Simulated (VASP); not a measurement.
# Cu (I4/mmm) in VASP: notebook, part 2 of 2

VASP 6.6.1. The steps go on from the part before.

### 3 Single point, PBEsol (volume scaled by 0.97, then relaxed in part)

INCAR

```
SYSTEM = Cu
PREC     = Accurate       ! precision mode
ENCUT    = 520            ! plane-wave cutoff, eV
EDIFF    = 1E-7           ! SCF threshold, eV
ISMEAR   = 0              ! smearing method
SIGMA    = 0.1            ! smearing width, eV
LREAL    = .FALSE.        ! projectors in reciprocal space
LASPH    = .TRUE.         ! aspherical terms in the spheres
NELM     = 100            ! most SCF steps
ALGO     = Normal         ! electronic algorithm
ISIF     = 2              ! what is computed and relaxed
LWAVE    = .FALSE.        ! write WAVECAR
LCHARG   = .TRUE.         ! write CHGCAR
GGA      = PS             ! functional
LELF     = .TRUE.         ! ELF
LVHAR    = .TRUE.       
NBANDS   = 12             ! bands
```

KPOINTS

```
regular mesh
0
G
  20 20 20
  0 0 0
```

POSCAR

```
Cu
1.0
   -1.4304938450      1.4304938450      1.3462688147
    1.4304938450     -1.4304938450      1.3462688147
    1.4304938450      1.4304938450     -1.3462688147
Cu
1
Direct
    0.0000000000      0.0000000000      0.0000000000
```

Potentials or basis: VASP PAW PBE potentials, release 64 (Cu).

On the command line:

```console
> cat potpaw_PBE.64/Cu/POTCAR > POTCAR
> mpirun -np 1 vasp_std > vasp.out
```

OUTCAR:

```text
SYSTEM = Cu
   PREC = Accurate
   ENCUT = 520
   EDIFF = 1E-7
   ISMEAR = 0
   LREAL = .FALSE.
   LASPH = .TRUE.
   NELM = 100
   ISIF = 2
   GGA = PS

 ion  position               nearest neighbor table
   1  0.000  0.000  0.000-

  LATTYP: Found a body centered tetragonal cell.
 ALAT       =     2.8609876900
 C/A-ratio  =     0.9411217108

  Lattice vectors:

 A1 = (  -1.4304938450,   1.4304938450,   1.3462688147)
 A2 = (   1.4304938450,  -1.4304938450,   1.3462688147)
 A3 = (   1.4304938450,   1.4304938450,  -1.3462688147)

Analysis of symmetry for initial positions (statically):
=====================================================================
 Subroutine PRICEL returns:
 Original cell was already a primitive cell.

 Routine SETGRP: Setting up the symmetry group for a
 body centered tetragonal supercell.

 Subroutine GETGRP returns: Found 16 space group operations
 (whereof 16 operations were pure point group operations)
 out of a pool of 16 trial point group operations.

The static configuration has the point symmetry D_4h.

Analysis of symmetry for dynamics (positions and initial velocities):
[... 160 lines left out ...]
 cond. band min:       8.2953781548   @ k =   0.5000   0.3000   0.0500
 fundamental gap:      0.0097151162
 Fermi energy:         8.2945692635

 k-point     1 :       0.0000    0.0000    0.0000
  band No.  band energies     occupation
      1      -1.6373      2.00000
      2       4.7852      2.00000
      3       5.0553      2.00000
      4       5.0553      2.00000
      5       5.9217      2.00000
      6       6.2099      2.00000
      7      33.3538      0.00000
      8      33.3538      0.00000
      9      35.0277      0.00000
     10      37.6878      0.00000
     11      38.0701      0.00000
     12      38.0706      0.00000
[... 331 lines left out ...]
 k-point    24 :      -0.3500    0.0500    0.0000
  band No.  band energies     occupation
      1       2.0014      2.00000
      2       4.2939      2.00000
      3       5.0606      2.00000
      4       6.0284      2.00000
      5       6.1621      2.00000
      6       6.4022      2.00000
      7      19.1765      0.00000
      8      26.1225      0.00000
      9      27.7865      0.00000
     10      31.3284      0.00000
     11      34.4663      0.00000
     12      41.5891      0.00000

 [... further k-points ...]
[... 5 lines left out ...]
  --------------------------------------------------------------------------------------
  -------------------------------------------------------------------------------------
  Total        0.4229018      0.4229018      0.4313858      0.0000000      0.0000000      0.0000000
  in kB       61.4874356     61.4874356     62.7209575      0.0000000      0.0000000      0.0000000
  external PRESSURE =      61.8986095 kB  Pullay stress =       0.0000000 kB

 VOLUME and BASIS-vectors are now :
 -----------------------------------------------------------------------------
  energy-cutoff  :      520.00
  volume of cell :       11.02
      direct lattice vectors                 reciprocal lattice vectors
    -1.430493845  1.430493845  1.346268815     0.000000000  0.349529641  0.371396852
     1.430493845 -1.430493845  1.346268815     0.349529641  0.000000000  0.371396852
     1.430493845  1.430493845 -1.346268815     0.349529641  0.349529641  0.000000000

 POSITION                                       TOTAL-FORCE (eV/Angst)
 -----------------------------------------------------------------------------------
      0.00000      0.00000      0.00000        -0.000000     -0.000000      0.000000
 -----------------------------------------------------------------------------------
    total drift:                                0.000000     -0.000000      0.000000

  FREE ENERGIE OF THE ION-ELECTRON SYSTEM (eV)
  ---------------------------------------------------
  free  energy   TOTEN  =        -4.2622946425 eV

  energy  without entropy=       -4.2601537845  energy(sigma->0) =       -4.26122421
```

stdout:

```text
POSCAR found type information on POSCAR Cu
 POSCAR found :  1 types and       1 ions
 scaLAPACK will be used
 -----------------------------------------------------------------------------
|                                                                             |
|                                                                             |
|     You enforced a specific xc type in the INCAR file but a different       |
|     I HOPE YOU KNOW WHAT YOU ARE DOING!                                     |
|                                                                             |
 -----------------------------------------------------------------------------

 LDA part: xc-table for (Slater+PW92), standard interpolation
 POSCAR, INCAR and KPOINTS ok, starting setup
 FFT: planning ... GRIDC
 FFT: planning ... GRID_SOFT
 FFT: planning ... GRID
 WAVECAR not read
 entering main loop
```

Wall time 39 s (1 thread of AMD EPYC 9R45 (Zen 5), shared host); peak memory 0.15 GiB.

Results:

- Free energy: -4.2623 eV
- Pressure: 6.2 GPa

Stress tensor (GPa, compression positive):
```
6.15 0.00 0.00
0.00 6.15 0.00
0.00 0.00 6.27
```

Caveat: the PAW data sets were made with another functional, which shifts forces and pressure a little.

### 4 Single point, PBEsol (volume scaled by 1.03, then relaxed in part)

INCAR

```
PREC = Accurate
ENCUT = 520
EDIFF = 1E-7
ISMEAR = 0
SIGMA = 0.1
LREAL = F
LASPH = T
NELM = 60
ALGO = Fast
ISIF = 2
LWAVE = F
LCHARG = F
GGA = PS
NBANDS = 12
```

KPOINTS

```
Automatic mesh
0
Gamma
  20 20 20
```

POSCAR

```
Cu
1.0
   -1.4622329752      1.4622329752      1.3681575649
    1.4622329752     -1.4622329752      1.3681575649
    1.4622329752      1.4622329752     -1.3681575649
Cu
1
Direct
    0.0000000000      0.0000000000      0.0000000000
```

On the command line:

```console
> cat potpaw_PBE.64/Cu/POTCAR > POTCAR
> mpirun -np 1 vasp_std > vasp.out
```

It took 49 s on 1 thread of AMD EPYC 9R45 (Zen 5), shared host; peak memory 0.16 GiB.

Results (log left out):

| Item | Value |
| --- | --- |
| Free energy | -4.2665 eV |
| Pressure | -3.7 GPa |

Levels at points of the mesh, in eV from the Fermi level:
| k point | band 2 | band 3 | band 4 | band 5 | band 6 | band 7 | band 8 | band 9 | band 10 | band 11 |
| --- | --- | --- | --- | --- | --- | --- | --- | --- | --- | --- |
| (0.00, 0.00, 0.00) | -3.29 | -3.02 | -3.02 | -2.26 | -1.97 | 24.38 | 24.38 | 26.23 | 28.41 | 28.43 |
| (0.50, 0.00, 0.00) | -3.95 | -2.13 | -1.86 | -1.35 | -0.45 | 4.65 | 17.01 | 17.02 | 20.95 | 23.92 |
| (0.50, 0.50, 0.00) | -3.62 | -2.34 | -2.05 | -1.38 | -0.96 | 3.92 | 18.77 | 18.99 | 22.58 | 25.45 |
| (0.50, 0.50, 0.50) | -4.65 | -1.55 | -1.55 | -1.48 | 7.38 | 7.38 | 9.95 | 13.02 | 13.69 | 16.74 |

Caveat: the PAW data sets were made with another functional, which shifts forces and pressure a little.

### 5 Summary

```tsv
cell	gap on the mesh (eV)	pressure (GPa)
a = 2.404 Å, angles 108.2, 108.2, 112.1°, 1 atom	none	12.7
a = 2.430 Å, angles 107.9, 107.9, 112.7°, 1 atom	none	6.2
a = 2.480 Å, angles 107.7, 107.7, 113.0°, 1 atom	none	-3.7
```

Alike in all rows: task single point; level PBEsol; potentials or basis VASP PAW PBE potentials, release 64 (Cu); no spin polarisation; k mesh 20 × 20 × 20; cutoff (eV) 520; smearing gaussian 0.1 eV.

Caveats: the PAW data sets were made with another functional, which shifts forces and pressure a little.

Total energies depend on the potentials used, so only differences within one code and one set of settings carry meaning.
